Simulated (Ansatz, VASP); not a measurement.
One calculation of InSb, two programs

```xyz
2
Lattice="0.0000 3.2391 3.2391 3.2391 0.0000 3.2391 3.2391 3.2391 0.0000" Properties=species:S:1:pos:R:3 pbc="T T T"
In    0.0000    0.0000    0.0000
Sb    4.8586    4.8586    4.8586
```

Alike in both runs: task single point; functional PBE; k mesh 10 × 10 × 10; occupations fermi-dirac, width 0.03 eV; non-collinear spin, spin-orbit coupling.

```csv
,VASP,Ansatz
version,VASP 6.6.1,Ansatz 0.2.0
potentials or method,"VASP PAW PBE potentials, release 64 (In_d, Sb), cutoff 520 eV",all-electron LAPW
```

```tsv
	VASP	Ansatz	Ansatz less VASP
pressure (GPa)	3.1	3.1	-0.01
net moment per atom (μB)	0.00	0.00	0.000
```

Ansatz ran all-electron here, and VASP with PAW potentials.
